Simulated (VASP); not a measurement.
# FeSi2 (P4/mmm) in VASP: elastic constants with LDA

Aim: the elastic constants of FeSi2 with LDA.

Everything below comes from runs of VASP 6.6.1. Logs are shortened: lines on timing, memory, paths and dates and some standing lists are left out, and cuts for length are marked.

### 1 The cell of the first run

The structure is tetragonal, space group P4/mmm (No. 123). Conventional cell: a = 2.616 Å, b = 2.616 Å, c = 5.012 Å, α = 90.00°, β = 90.00°, γ = 90.00°. Within 3.0 Å of Fe (site symmetry 4/mmm) lie 8 Si at 2.30 Å and 4 Fe at 2.62 Å. Within 3.0 Å of Si (site symmetry 4mm) lie 6 Si at 2.28 to 2.73 Å and 4 Fe at 2.30 Å.

### 2 Elastic constants, LDA

Input file INCAR:

```
SYSTEM = FeSi2
  ALGO = Fast
  EDIFF = 1E-8
  ENCUT = 600
  GGA = CA
  IBRION = 6
  ISIF = 3
  ISMEAR = -1
  KPAR = 4
  LASPH = .TRUE.
  LCHARG = .TRUE.
  LREAL = .FALSE.
  LWAVE = .FALSE.
  NBANDS = 15
  NELM = 100
  NFREE = 2
  NSW = 1
  POTIM = 0.015
  PREC = Accurate
  SIGMA = 0.15
```

Input file KPOINTS:

```
k-points
0
G
  16 16 8
  0 0 0
```

Input file POSCAR:

```
FeSi2
1.0
    2.6164683295      0.0000000000      0.0000000000
    0.0000000000      2.6164683295      0.0000000000
    0.0000000000      0.0000000000      5.0119819540
Fe Si
1 2
Direct
    0.0000000000      0.0000000000      0.0000000000
    0.5000000000      0.5000000000      0.2725877863
    0.5000000000      0.5000000000      0.7274122137
```

Potentials or basis: VASP PAW LDA potentials, release 64 (Fe, Si).

Run with:

```console
$ cat potpaw_LDA.64/Fe/POTCAR potpaw_LDA.64/Si/POTCAR > POTCAR
$ mpirun -np 4 vasp_std > vasp.out
```

OUTCAR:

```text
SYSTEM = FeSi2
   EDIFF = 1E-8
   ENCUT = 600
   GGA = CA
   IBRION = 6
   ISIF = 3
   ISMEAR = -1
   LASPH = .TRUE.
   LREAL = .FALSE.
   NELM = 100
   NFREE = 2
   NSW = 1
   POTIM = 0.015
   PREC = Accurate

 ion  position               nearest neighbor table
   1  0.000  0.000  0.000-   2 2.30   3 2.30   2 2.30   3 2.30   2 2.30   3 2.30   2 2.30   3 2.30

   2  0.500  0.500  0.273-   3 2.28   1 2.30   1 2.30   1 2.30   1 2.30   3 2.73
   3  0.500  0.500  0.727-   2 2.28   1 2.30   1 2.30   1 2.30   1 2.30   2 2.73

  LATTYP: Found a simple tetragonal cell.
 ALAT       =     2.6164683295
 C/A-ratio  =     1.9155523105

  Lattice vectors:

 A1 = (   2.6164683295,   0.0000000000,   0.0000000000)
 A2 = (   0.0000000000,   2.6164683295,   0.0000000000)
 A3 = (   0.0000000000,   0.0000000000,   5.0119819540)

Analysis of symmetry for initial positions (statically):
=====================================================================
 Subroutine PRICEL returns:
 Original cell was already a primitive cell.

 Routine SETGRP: Setting up the symmetry group for a
 simple tetragonal supercell.

 Subroutine GETGRP returns: Found 16 space group operations
 (whereof 16 operations were pure point group operations)
 out of a pool of 16 trial point group operations.

The static configuration has the point symmetry D_4h.

Analysis of symmetry for dynamics (positions and initial velocities):
=====================================================================
 Subroutine PRICEL returns:
 Original cell was already a primitive cell.

 Routine SETGRP: Setting up the symmetry group for a
 simple tetragonal supercell.

 Subroutine GETGRP returns: Found 16 space group operations
 (whereof 16 operations were pure point group operations)
 out of a pool of 16 trial point group operations.

The dynamic configuration has the point symmetry D_4h.

 Subroutine INISYM returns: Found 16 space group operations
 (whereof 16 operations are pure point group operations),
 and found     1 'primitive' translations

----------------------------------------------------------------------------------------

                                     Primitive cell

  volume of cell :      34.3116

  direct lattice vectors                    reciprocal lattice vectors
     2.616468329  0.000000000  0.000000000     0.382194575  0.000000000  0.000000000
     0.000000000  2.616468329  0.000000000     0.000000000  0.382194575  0.000000000
     0.000000000  0.000000000  5.011981954     0.000000000  0.000000000  0.199521868

  length of vectors
     2.616468329  2.616468329  5.011981954     0.382194575  0.382194575  0.199521868

  position of ions in fractional coordinates (direct lattice)
     0.000000000  0.000000000  0.000000000
     0.500000000  0.500000000  0.272587786
     0.500000000  0.500000000  0.727412214

  ion indices of the primitive-cell ions
   primitive index   ion index
                 1           1
                 2           2
                 3           3

----------------------------------------------------------------------------------------

 KPOINTS: k-points

Automatic generation of k-mesh.
 Grid dimensions read from file:
 generate k-points for:   16   16    8
[... 115 lines left out ...]

------------------------ aborting loop because EDIFF is reached ----------------------------------------

  FORCE on cell =-STRESS in cart. coord.  units (eV):
  Direction    XX          YY          ZZ          XY          YZ          ZX
  --------------------------------------------------------------------------------------
  -------------------------------------------------------------------------------------
  Total        2.2972856      2.2972856      2.2932374      0.0000000      0.0000000     -0.0000000
  in kB      107.2716874    107.2716874    107.0826558      0.0000000      0.0000000     -0.0000000
  external PRESSURE =     107.2086769 kB  Pullay stress =       0.0000000 kB
[... 92 lines left out ...]
  FREE ENERGIE OF THE ION-ELECTRON SYSTEM (eV)
  ---------------------------------------------------
  free  energy   TOTEN  =       -22.8009256610 eV

  energy  without entropy=      -22.7298011710  energy(sigma->0) =      -22.76536342

[... ionic steps 4 to 18 ...]

--------------------------------------- Ionic step       19  -------------------------------------------

 number of electron      16.0000002 magnetization

------------------------ aborting loop because EDIFF is reached ----------------------------------------
[... 69 lines left out ...]
--------------------------------------- Ionic step       21  -------------------------------------------

 number of electron      16.0000001 magnetization

 Free energy of the ion-electron system (eV)
  ---------------------------------------------------
  ext. energy  EPLUGINS =         0.00000000
  ---------------------------------------------------
  free energy    TOTEN  =       -22.84398678 eV

  energy without entropy =      -22.76981948  energy(sigma->0) =      -22.80690313

 E-fermi :  10.8656     XC(G=0): -12.4635

 val. band max:       10.8618594647   @ k =   0.5000   0.4375   0.3750
 cond. band min:      10.8753008120   @ k =   0.5000   0.3750   0.1250
 fundamental gap:      0.0134413473
 Fermi energy:        10.8656349515

 k-point     1 :       0.0000    0.0000    0.0000
  band No.  band energies     occupation
      1      -3.5562      2.00000
      2       1.4884      2.00000
      3       2.5273      2.00000
      4       6.9422      2.00000
      5       9.0770      1.99999
      6       9.2864      1.99995
      7       9.2864      1.99995
      8      10.2824      1.95985
      9      15.8904      0.00000
     10      15.8904      0.00000
     11      17.7336      0.00000
     12      18.2477      0.00000
     13      19.1903      0.00000
     14      19.2280      0.00000
[... 401 lines left out ...]
      2       2.8733      2.00000
      3       3.8849      2.00000
      4       6.2105      2.00000
      5       6.7578      2.00000
      6       7.7100      2.00000
      7       8.8625      2.00000
      8      10.0763      1.98969
      9      11.0227      0.51964
     10      12.7079      0.00001
     11      13.4300      0.00000
     12      16.5758      0.00000
     13      19.7667      0.00000
     14      20.1668      0.00000
     15      22.2237      0.00000

 [... further k-points ...]
[... 5 lines left out ...]
  --------------------------------------------------------------------------------------
  -------------------------------------------------------------------------------------
  Total        2.4353345      2.4353345      2.2596854      0.0000000      0.0000000      0.0000000
  in kB      113.7178758    113.7178758    105.5159453      0.0000000      0.0000000      0.0000000
  external PRESSURE =     110.9838989 kB  Pullay stress =       0.0000000 kB
[... 18 lines left out ...]
  FREE ENERGIE OF THE ION-ELECTRON SYSTEM (eV)
  ---------------------------------------------------
  free  energy   TOTEN  =       -22.8439867833 eV

  energy  without entropy=      -22.7698194761  energy(sigma->0) =      -22.80690313

 INTERNAL STRAIN TENSORS FROM STRAINED CELLS
 ============================================

 INTERNAL STRAIN TENSOR FOR ION    1 for displacements in x,y,z  (eV/Angst):
          X           Y           Z          XY          YZ          ZX
  --------------------------------------------------------------------------------
  x     0.00000     0.00000    -0.00000     0.00000     0.00000    -0.00000
  y     0.00000     0.00000     0.00000     0.00000     0.00000     0.00000
  z     0.00000     0.00000     0.00000    -0.00000     0.00000     0.00000

 INTERNAL STRAIN TENSORS FROM DISPLACED ATOMS
 ============================================

 INTERNAL STRAIN TENSOR FOR ION    1 for displacements in x,y,z  (eV/Angst):
          X           Y           Z          XY          YZ          ZX
  --------------------------------------------------------------------------------
  x     0.00000     0.00000     0.00000     0.00000     0.00000     0.00000
  y     0.00000     0.00000     0.00000     0.00000     0.00000     0.00000
  z     0.00000     0.00000     0.00000     0.00000     0.00000     0.00000

 INTERNAL STRAIN TENSOR FOR ION    3 for displacements in x,y,z  (eV/Angst):
          X           Y           Z          XY          YZ          ZX
  --------------------------------------------------------------------------------
  x     0.00000     0.00000     0.00000     0.00000     0.00000     6.93522
  y     0.00000     0.00000    -0.00000     0.00000     6.93522     0.00000
  z     9.05506     9.05506    -2.94769     0.00000     0.00000     0.00000

 Eigenvectors and eigenvalues of the dynamical matrix
 ----------------------------------------------------

   1 f  =   17.998756 THz   113.089521 2PiTHz  600.373883 cm-1    74.436841 meV
             X         Y         Z           dx          dy          dz
      0.000000  0.000000  0.000000    -0.000000   -0.000000    0.000000
      1.308234  1.308234  1.366205     0.000000    0.000000    0.707107
      1.308234  1.308234  3.645777     0.000000    0.000000   -0.707107
[... 43 lines left out ...]
   9 f/i=    0.001315 THz     0.008260 2PiTHz    0.043853 cm-1     0.005437 meV
             X         Y         Z           dx          dy          dz
      0.000000  0.000000  0.000000    -0.000000    0.000000   -0.706008
      1.308234  1.308234  1.366205    -0.000000    0.000000   -0.500775
      1.308234  1.308234  3.645777    -0.000000    0.000000   -0.500775

--------------------------------------------------------------------------------------------------------

 ELASTIC MODULI CONTR FROM IONIC RELAXATION (kBar)
 Direction    XX          YY          ZZ          XY          YZ          ZX
 --------------------------------------------------------------------------------
 XX        -205.6955   -205.6955     66.9600      0.0000      0.0000      0.0000
 YY        -205.6955   -205.6955     66.9600      0.0000      0.0000      0.0000
 ZZ          66.9600     66.9600    -21.7974      0.0000     -0.0000     -0.0000
 XY           0.0000      0.0000      0.0000      0.0000      0.0000      0.0000
 YZ           0.0000      0.0000     -0.0000      0.0000   -718.8473      0.0000
 ZX           0.0000      0.0000     -0.0000      0.0000      0.0000   -718.8472
 --------------------------------------------------------------------------------

 TOTAL ELASTIC MODULI (kBar)
 Direction    XX          YY          ZZ          XY          YZ          ZX
 --------------------------------------------------------------------------------
 XX        4371.7802   1004.8820   1341.1501      0.0000      0.0000      0.0000
 YY        1004.8820   4371.7802   1341.1501      0.0000      0.0000      0.0000
 ZZ        1341.1501   1341.1501   5732.4410      0.0000     -0.0000     -0.0000
 XY           0.0000      0.0000      0.0000   1479.6179      0.0000      0.0000
 YZ           0.0000      0.0000     -0.0000      0.0000   1175.4836      0.0000
 ZX           0.0000      0.0000     -0.0000      0.0000      0.0000   1175.4836
 --------------------------------------------------------------------------------
```

It took 20 min on 4 MPI ranks of Oxide Virtual Turin-like, shared host; peak memory 0.69 GiB.

Results:

```
Voigt bulk modulus            : 243 GPa
Highest phonon frequency at Γ : 600 cm⁻¹
```

Phonon frequencies in cm⁻¹ (negative: imaginary):
| q point | frequencies |
| --- | --- |
| (0.000, 0.000, 0.000) | 0 0 0 246 246 327 327 398 600 |

Elastic tensor in Voigt notation (GPa, in the Cartesian axes of the cell as first typed):
```
437 100 134   0   0   0
100 437 134   0   0   0
134 134 573   0   0   0
  0   0   0 118   0   0
  0   0   0   0 118   0
  0   0   0   0   0 148
```

Clamped-ion elastic tensor (GPa):
```
458 121 127   0   0   0
121 458 127   0   0   0
127 127 575   0   0   0
  0   0   0 189   0   0
  0   0   0   0 189   0
  0   0   0   0   0 148
```

Caveat: the cell is under stress, which shifts elastic constants; the run has no spin polarisation, though such a crystal can be magnetic. Spin polarisation is off, so any magnetic state and its effect on volume and gap are missing.
